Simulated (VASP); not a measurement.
# NiO (Fm-3m) in VASP: notebook, part 2 of 2

VASP 6.6.1. Earlier steps stand in the parts before.

### Step 3. Single point, PBE+D3(BJ)+U, collinear spin, ferromagnetic start

This run uses another cell than the first one, of 9.15 Å³/atom, 1.005 times its volume.

The input, INCAR:

```
ALGO = Normal ; EDIFF = 1E-6
ENCUT = 600 ; GGA = PE
GGA_COMPAT = False ; ISIF = 2
ISMEAR = 0 ; ISPIN = 2
IVDW = 12 ; LASPH = True
LCHARG = False ; LDAU = True
LDAUJ = 0 0 ; LDAUL = 2 -1
LDAUPRINT = 1 ; LDAUTYPE = 2
LDAUU = 6.2 0 ; LMAXMIX = 4
LORBIT = 11 ; LREAL = False
LWAVE = False ; MAGMOM = 2 0
NBANDS = 19 ; NELM = 200
PREC = Accurate ; SIGMA = 0.01
```

The input, KPOINTS:

```
k-points
0
Gamma
  10 10 10
```

The input, POSCAR:

```
NiO
1.0
    0.0000000000      2.0913095126      2.0913095126
    2.0913095126      0.0000000000      2.0913095126
    2.0913095126      2.0913095126      0.0000000000
Ni O
1 1
Direct
    0.0000000000      0.0000000000      0.0000000000
    0.5000000000      0.5000000000      0.5000000000
```

Potentials or basis: VASP PAW PBE potentials, release 64 (Ni, O).

Run with:

```bash
$ cat potpaw_PBE.64/Ni/POTCAR potpaw_PBE.64/O/POTCAR > POTCAR
$ mpirun -np 1 vasp_std > vasp.out
```

OUTCAR:

```text
EDIFF = 1E-6
   ENCUT = 600
   GGA = PE
   ISIF = 2
   ISMEAR = 0
   ISPIN = 2
   IVDW = 12
   LASPH = True
   LORBIT = 11
   LREAL = False
   NELM = 200
   PREC = Accurate
 IVDW          = 12

 ion  position               nearest neighbor table
   1  0.000  0.000  0.000-   2 2.09   2 2.09   2 2.09   2 2.09   2 2.09   2 2.09
   2  0.500  0.500  0.500-   1 2.09   1 2.09   1 2.09   1 2.09   1 2.09   1 2.09

  LATTYP: Found a face centered cubic cell.
 ALAT       =     4.1826190252

  Lattice vectors:

 A1 = (   0.0000000000,   2.0913095126,   2.0913095126)
 A2 = (   2.0913095126,   0.0000000000,   2.0913095126)
 A3 = (   2.0913095126,   2.0913095126,   0.0000000000)

Analysis of symmetry for initial positions (statically):
=====================================================================
 Subroutine PRICEL returns:
 Original cell was already a primitive cell.

 Routine SETGRP: Setting up the symmetry group for a
 face centered cubic supercell.

 Subroutine GETGRP returns: Found 48 space group operations
 (whereof 48 operations were pure point group operations)
 out of a pool of 48 trial point group operations.

The static configuration has the point symmetry O_h .

Analysis of symmetry for dynamics (positions and initial velocities):
=====================================================================
 Subroutine PRICEL returns:
 Original cell was already a primitive cell.

 Routine SETGRP: Setting up the symmetry group for a
 face centered cubic supercell.

 Subroutine GETGRP returns: Found 48 space group operations
 (whereof 48 operations were pure point group operations)
 out of a pool of 48 trial point group operations.

The dynamic configuration has the point symmetry O_h .

Analysis of structural, dynamic, and magnetic symmetry:
=====================================================================
 Subroutine PRICEL returns:
 Original cell was already a primitive cell.

 Routine SETGRP: Setting up the symmetry group for a
 face centered cubic supercell.

 Subroutine GETGRP returns: Found 48 space group operations
 (whereof 48 operations were pure point group operations)
 out of a pool of 48 trial point group operations.

The overall configuration has the point symmetry O_h .

 Subroutine INISYM returns: Found 48 space group operations
 (whereof 48 operations are pure point group operations),
 and found     1 'primitive' translations

----------------------------------------------------------------------------------------

                                     Primitive cell

  volume of cell :      18.2930

  direct lattice vectors                    reciprocal lattice vectors
     0.000000000  2.091309513  2.091309513    -0.239084649  0.239084649  0.239084649
[... 114 lines left out ...]
   J (eV)           for each species LDAUJ =   0.0  0.0
   GGA     = PE    functional components
   LHFCALC =     F    Hartree Fock is set to
   AEXX    =    0.0000 exact exchange contribution
   IVDW    =    12    specifies the selected vdW correction
   LEPSILON=     F    determine dielectric tensor
   LRPA    =     F    only Hartree local field effects (RPA)
 spin polarized calculation
 Gauss-broadening in eV      SIGMA  =   0.01
  energy-cutoff  :      600.00
  volume of cell :       18.29
 maximum number of plane-waves:       620
   NGX = 11   NGY = 11   NGZ = 11

atom =   1  type =  1  l = 2

 onsite density matrix

spin component  1

  0.9836 -0.0000 -0.0000 -0.0000  0.0000
 -0.0000  0.9836  0.0000 -0.0000  0.0000
 -0.0000  0.0000  1.0374  0.0000 -0.0000
 -0.0000 -0.0000  0.0000  0.9836 -0.0000
  0.0000  0.0000 -0.0000 -0.0000  1.0374

spin component  2

  0.9823 -0.0000  0.0000 -0.0000 -0.0000
 -0.0000  0.9823 -0.0000 -0.0000  0.0000
  0.0000 -0.0000  0.1384 -0.0000 -0.0000
 -0.0000 -0.0000 -0.0000  0.9823  0.0000
 -0.0000  0.0000 -0.0000  0.0000  0.1384

 occupancies and eigenvectors

  o =  0.1384  v =  0.0000  0.0000  0.0000  0.0000  0.0000  0.0000 -0.0000  0.9998 -0.0000 -0.0195      0.0000  0.0000  0.0000  0.0000  0.0000  0.0000  0.0000  0.0000  0.0000  0.0000
  o =  0.1384  v =  0.0000  0.0000  0.0000  0.0000  0.0000  0.0000 -0.0000  0.0195  0.0000  0.9998      0.0000  0.0000  0.0000  0.0000  0.0000  0.0000  0.0000  0.0000  0.0000  0.0000
  o =  0.9823  v =  0.0000  0.0000  0.0000  0.0000  0.0000  1.0000  0.0000  0.0000  0.0000  0.0000      0.0000  0.0000  0.0000  0.0000  0.0000  0.0000  0.0000  0.0000  0.0000  0.0000
  o =  0.9823  v =  0.0000  0.0000  0.0000  0.0000  0.0000  0.0000 -0.4925 -0.0000 -0.8703  0.0000      0.0000  0.0000  0.0000  0.0000  0.0000  0.0000  0.0000  0.0000  0.0000  0.0000
  o =  0.9823  v =  0.0000  0.0000  0.0000  0.0000  0.0000  0.0000 -0.8703  0.0000  0.4925  0.0000      0.0000  0.0000  0.0000  0.0000  0.0000  0.0000  0.0000  0.0000  0.0000  0.0000
  o =  0.9836  v =  0.0000  0.1884  0.0000 -0.9821 -0.0000  0.0000  0.0000  0.0000  0.0000  0.0000      0.0000  0.0000  0.0000  0.0000  0.0000  0.0000  0.0000  0.0000  0.0000  0.0000
  o =  0.9836  v =  1.0000  0.0000  0.0000  0.0000  0.0000  0.0000  0.0000  0.0000  0.0000  0.0000      0.0000  0.0000  0.0000  0.0000  0.0000  0.0000  0.0000  0.0000  0.0000  0.0000
  o =  0.9836  v =  0.0000  0.9821 -0.0000  0.1884  0.0000  0.0000  0.0000  0.0000  0.0000  0.0000      0.0000  0.0000  0.0000  0.0000  0.0000  0.0000  0.0000  0.0000  0.0000  0.0000
  o =  1.0374  v =  0.0000  0.0000  0.0704  0.0000 -0.9975  0.0000  0.0000  0.0000  0.0000  0.0000      0.0000  0.0000  0.0000  0.0000  0.0000  0.0000  0.0000  0.0000  0.0000  0.0000
  o =  1.0374  v =  0.0000 -0.0000 -0.9975 -0.0000 -0.0704  0.0000  0.0000  0.0000  0.0000  0.0000      0.0000  0.0000  0.0000  0.0000  0.0000  0.0000  0.0000  0.0000  0.0000  0.0000

 number of electron      16.0000005 magnetization       2.0000002

 Free energy of the ion-electron system (eV)
  ---------------------------------------------------
  ext. energy  EPLUGINS =         0.00000000
  ---------------------------------------------------
  free energy    TOTEN  =       -10.16658098 eV

  energy without entropy =      -10.16658098  energy(sigma->0) =      -10.16658098

 E-fermi :   6.8244     XC(G=0): -12.6204

 val. band max:        6.7478083939   @ k =   0.5000   0.0000   0.0000
 cond. band min:       9.2783051952   @ k =   0.0000   0.0000   0.0000
 fundamental gap:      2.5304968013
 Fermi energy:         6.8243752071

 spin component 1

 k-point     1 :       0.0000    0.0000    0.0000
  band No.  band energies     occupation
      1     -12.0857      1.00000
      2       0.6231      1.00000
      3       0.6231      1.00000
      4       1.7395      1.00000
      5       1.7396      1.00000
      6       1.7396      1.00000
[... 1049 lines left out ...]
     18      40.2453      0.00000
     19      40.3328      0.00000

 [... further k-points ...]

------------------------ aborting loop because EDIFF is reached ----------------------------------------

 Edisp (eV)   -0.52967

 E8    (eV) :    -0.2013

  FORCE on cell =-STRESS in cart. coord.  units (eV):
  Direction    XX          YY          ZZ          XY          YZ          ZX
  --------------------------------------------------------------------------------------
  -------------------------------------------------------------------------------------
  Total      -0.20583    -0.20583    -0.20583     0.00000     0.00000     0.00000
  in kB     -18.02752   -18.02752   -18.02752     0.00000     0.00000     0.00000
  external pressure =      -18.03 kB  Pullay stress =        0.00 kB

 VOLUME and BASIS-vectors are now :
 -----------------------------------------------------------------------------
  energy-cutoff  :      600.00
  volume of cell :       18.29
      direct lattice vectors                 reciprocal lattice vectors
     0.000000000  2.091309513  2.091309513    -0.239084649  0.239084649  0.239084649
     2.091309513  0.000000000  2.091309513     0.239084649 -0.239084649  0.239084649
     2.091309513  2.091309513  0.000000000     0.239084649  0.239084649 -0.239084649

 POSITION                                       TOTAL-FORCE (eV/Angst)
 -----------------------------------------------------------------------------------
      0.00000      0.00000      0.00000        -0.000000     -0.000000     -0.000000
      2.09131      2.09131      2.09131         0.000000      0.000000      0.000000
 -----------------------------------------------------------------------------------
    total drift:                                0.000000     -0.000000     -0.000000

  FREE ENERGIE OF THE ION-ELECTRON SYSTEM (eV)
  ---------------------------------------------------
  free  energy   TOTEN  =       -10.6962500446 eV

  energy  without entropy=      -10.6962500446  energy(sigma->0) =      -10.69625004

 total charge

# of ion       s       p       d       tot
------------------------------------------
    1        0.343   0.423   8.221   8.987
    2        1.544   3.484   0.000   5.028
--------------------------------------------------
tot          1.887   3.906   8.221  14.015

 magnetization (x)

# of ion       s       p       d       tot
------------------------------------------
    1        0.012   0.013   1.799   1.824
    2        0.017   0.153   0.000   0.171
--------------------------------------------------
tot          0.029   0.166   1.799   1.994
```

It took 43 s on 1 thread of AMD EPYC 9R45 (Zen 5), shared host; peak memory 0.14 GiB.

Results:

* Free energy: -10.6963 eV
* Pressure: -1.8 GPa
* Band gap on the k mesh: 2.53 eV, indirect (least direct gap 3.17 eV)
* Net moment: 2.00 μB per cell
* Site moments: Ni +1.82; O +0.17 μB
* Valence electrons inside the program's atomic spheres: Ni 8.99; O 5.03
* Dispersion energy per atom: -0.265 eV

Levels at points of the mesh, in eV from the valence-band top:
Spin up:
```csv
k point,band 6,band 7,band 8,band 9,band 10,band 11,band 12,band 13
"(0.00, 0.00, 0.00)",-5.01,-1.40,-1.40,-1.40,2.72,17.88,17.88,17.88
"(0.50, 0.00, 0.00)",-4.50,-3.10,0.00,0.00,6.75,11.12,14.99,14.99
"(0.50, 0.50, 0.00)",-4.18,-4.18,-2.77,-2.77,7.04,11.50,11.92,17.72
```
Spin down:
```tsv
k point	band 3	band 4	band 5	band 6	band 7	band 8	band 9	band 10	band 11	band 12
(0.00, 0.00, 0.00)	-4.02	-4.02	-1.06	-1.06	-1.06	2.53	2.53	3.07	18.15	18.15
(0.50, 0.00, 0.00)	-4.04	-4.04	-2.21	-1.98	-1.98	4.87	4.87	6.92	11.57	15.38
(0.50, 0.50, 0.00)	-4.76	-3.11	-3.11	-2.45	-2.45	2.98	3.43	7.68	11.79	12.18
```

Eigenvalues of the final occupation matrices:
| site | spin | trace | eigenvalues |
| --- | --- | --- | --- |
| site 1 d | 1 | 5.03 | 0.98 0.98 0.98 1.04 1.04 |
| site 1 d | 2 | 3.22 | 0.14 0.14 0.98 0.98 0.98 |

Caveat: three body term missing; a cell with one magnetic atom can't hold antiferromagnetic order, which such compounds often take. The state reached can hang on the start; a lower one may exist.

### Step 4. Single point, PBE+U, collinear spin, ferromagnetic start

This run uses another cell than the first one, of 9.15 Å³/atom, 1.005 times its volume.

The input, INCAR:

```
PREC = Accurate
ENCUT = 600
EDIFF = 1E-6
ISMEAR = -5
SIGMA = 0.1
LREAL = F
LASPH = T
NELM = 200
ALGO = Normal
ISIF = 2
LWAVE = F
LCHARG = F
ISPIN = 2
MAGMOM = 2 0
LORBIT = 11
LMAXMIX = 4
LDAU = T
LDAUTYPE = 2
LDAUL = 2 -1
LDAUU = 6.2 0
LDAUJ = 0 0
LDAUPRINT = 1
GGA = PE
NBANDS = 19
GGA_COMPAT = F
```

The input, KPOINTS:

```
regular mesh
0
Gamma
  10 10 10
```

POSCAR is that of step 3.

Potentials or basis: VASP PAW PBE potentials, release 64 (Ni, O).

Run with:

```bash
$ cat potpaw_PBE.64/Ni/POTCAR potpaw_PBE.64/O/POTCAR > POTCAR
$ mpirun -np 1 vasp_std > vasp.out
```

OUTCAR:

```text
PREC = Accurate
   ENCUT = 600
   EDIFF = 1E-6
   ISMEAR = -5
   LREAL = F
   LASPH = T
   NELM = 200
   ISIF = 2
   ISPIN = 2
   LORBIT = 11
   GGA = PE

 ion  position               nearest neighbor table
   1  0.000  0.000  0.000-   2 2.09   2 2.09   2 2.09   2 2.09   2 2.09   2 2.09
   2  0.500  0.500  0.500-   1 2.09   1 2.09   1 2.09   1 2.09   1 2.09   1 2.09

  LATTYP: Found a face centered cubic cell.
 ALAT       =     4.1826190252

  Lattice vectors:

[... 1309 lines left out ...]
  in kB       16.4515949     16.4515949     16.4515949     -0.0000000     -0.0000000     -0.0000000
  external PRESSURE =      16.4515949 kB  Pullay stress =       0.0000000 kB

 VOLUME and BASIS-vectors are now :
 -----------------------------------------------------------------------------
  energy-cutoff  :      600.00
  volume of cell :       18.29
      direct lattice vectors                 reciprocal lattice vectors
     0.000000000  2.091309513  2.091309513    -0.239084649  0.239084649  0.239084649
     2.091309513  0.000000000  2.091309513     0.239084649 -0.239084649  0.239084649
     2.091309513  2.091309513  0.000000000     0.239084649  0.239084649 -0.239084649

 POSITION                                       TOTAL-FORCE (eV/Angst)
 -----------------------------------------------------------------------------------
      0.00000      0.00000      0.00000         0.000000      0.000000      0.000000
      2.09131      2.09131      2.09131         0.000000      0.000000      0.000000
 -----------------------------------------------------------------------------------
    total drift:                                0.000000     -0.000000     -0.000000

  FREE ENERGIE OF THE ION-ELECTRON SYSTEM (eV)
  ---------------------------------------------------
  free  energy   TOTEN  =       -10.1665810006 eV

  energy  without entropy=      -10.1665810006  energy(sigma->0) =      -10.16658100

 total charge

# of ion       s       p       d       tot
------------------------------------------
    1        0.343   0.423   8.221   8.987
    2        1.544   3.484   0.000   5.028
--------------------------------------------------
tot          1.887   3.906   8.221  14.015

 magnetization (x)

# of ion       s       p       d       tot
------------------------------------------
    1        0.012   0.013   1.799   1.824
    2        0.017   0.153   0.000   0.171
--------------------------------------------------
tot          0.029   0.166   1.799   1.994
```

OSZICAR:

```text
N       E                     dE             d eps       ncg     rms          rms(c)
DAV:   1     0.100302570674E+03    0.10030E+03   -0.82005E+03  3727   0.123E+03
DAV:   2    -0.279169060691E+01   -0.10309E+03   -0.89612E+02  3679   0.258E+02
DAV:   3    -0.962434450179E+01   -0.68327E+01   -0.66433E+01  4056   0.664E+01
DAV:   4    -0.969158002326E+01   -0.67236E-01   -0.67098E-01  3889   0.644E+00
DAV:   5    -0.969233785400E+01   -0.75783E-03   -0.75701E-03  3966   0.665E-01    0.158E+01
DAV:   6    -0.980039767153E+01   -0.10806E+00   -0.13567E+01  3896   0.681E+01    0.192E+01
DAV:   7    -0.983168882248E+01   -0.31291E-01   -0.11566E+00  3897   0.249E+01    0.938E+00
DAV:   8    -0.100533787510E+02   -0.22169E+00   -0.17759E-01  4298   0.437E+00    0.579E+00
DAV:   9    -0.101595637510E+02   -0.10619E+00   -0.56803E-02  4093   0.671E+00    0.534E-01
DAV:  10    -0.101659314164E+02   -0.63677E-02   -0.25727E-02  4598   0.207E+00    0.486E-01
DAV:  11    -0.101661014496E+02   -0.17003E-03   -0.29919E-03  4290   0.910E-01    0.142E-01
DAV:  12    -0.101665035194E+02   -0.40207E-03   -0.25587E-04  3771   0.493E-01    0.506E-02
DAV:  13    -0.101665760175E+02   -0.72498E-04   -0.11698E-04  4681   0.164E-01    0.185E-02
DAV:  14    -0.101665809294E+02   -0.49119E-05   -0.22170E-05  4156   0.447E-02    0.848E-03
DAV:  15    -0.101665810006E+02   -0.71183E-07   -0.67933E-07  2636   0.112E-02
   1 F= -.10166581E+02 E0= -.10166581E+02  d E =0.000000E+00  mag=     2.0000
```

stdout:

```text
POSCAR found type information on POSCAR NiO
 POSCAR found :  2 types and       2 ions
 scaLAPACK will be used
 LDA part: xc-table for (Slater+PW92), standard interpolation
 POSCAR, INCAR and KPOINTS ok, starting setup
 FFT: planning ... GRIDC
 FFT: planning ... GRID_SOFT
 FFT: planning ... GRID
 WAVECAR not read
 entering main loop
```

It took 43 s on 1 thread of AMD EPYC 9R45 (Zen 5), shared host; peak memory 0.13 GiB.

Results:

| Item | Value |
| --- | --- |
| Free energy | -10.1666 eV |
| Pressure | 1.6 GPa |
| Band gap on the k mesh | 2.53 eV, indirect (least direct gap 3.17 eV) |
| Net moment | 2.00 μB per cell |
| Site moments | Ni +1.82; O +0.17 μB |
| Valence electrons inside the program's atomic spheres | Ni 8.99; O 5.03 |

Levels at points of the mesh, in eV from the valence-band top:
Spin up:
| k point | band 6 | band 7 | band 8 | band 9 | band 10 | band 11 | band 12 | band 13 |
| --- | --- | --- | --- | --- | --- | --- | --- | --- |
| (0.00, 0.00, 0.00) | -5.01 | -1.40 | -1.40 | -1.40 | 2.72 | 17.88 | 17.88 | 17.88 |
| (0.50, 0.00, 0.00) | -4.50 | -3.10 | 0.00 | 0.00 | 6.75 | 11.12 | 14.99 | 14.99 |
| (0.50, 0.50, 0.00) | -4.18 | -4.18 | -2.77 | -2.77 | 7.04 | 11.50 | 11.92 | 17.72 |
Spin down:
```
           k point  band 3  band 4  band 5  band 6  band 7  band 8  band 9  band 10  band 11  band 12
(0.00, 0.00, 0.00)   -4.02   -4.02   -1.06   -1.06   -1.06    2.53    2.53     3.07    18.15    18.15
(0.50, 0.00, 0.00)   -4.04   -4.04   -2.21   -1.98   -1.98    4.87    4.87     6.92    11.57    15.38
(0.50, 0.50, 0.00)   -4.76   -3.11   -3.11   -2.45   -2.45    2.98    3.43     7.68    11.79    12.18
```

Eigenvalues of the final occupation matrices:
```csv
site,spin,trace,eigenvalues
site 1 d,1,5.03,0.98 0.98 0.98 1.04 1.04
site 1 d,2,3.22,0.14 0.14 0.98 0.98 0.98
```

Caveat: a cell with one magnetic atom can't hold antiferromagnetic order, which such compounds often take. A k mesh can miss the band edges.

### Step 5. Summary

```csv
level,cell,smearing,gap on the mesh (eV),pressure (GPa),moment (μB)
revPBE+D4+U,"a = 2.953 Å, angles 60.0°, 2 atoms",gaussian 0.05 eV,2.62,-1.3,2.00
PBE+D3(BJ)+U,"a = 2.958 Å, angles 60.0°, 2 atoms",gaussian 0.01 eV,2.53,-1.8,2.00
PBE+U,"a = 2.958 Å, angles 60.0°, 2 atoms",tetrahedron,2.53,1.6,2.00
```

Alike in all rows: task single point; potentials or basis VASP PAW PBE potentials, release 64 (Ni, O); spin collinear, ferromagnetic start; Ni d U = 6.2 eV; k mesh 10 × 10 × 10; cutoff (eV) 600.

Caveats: a cell with one magnetic atom can't hold antiferromagnetic order, which such compounds often take; the PAW data sets were made with another functional, which shifts forces and pressure a little (some runs); three body term missing (some runs).

Total energies depend on the potentials used, so only differences within one code and one set of settings carry meaning.
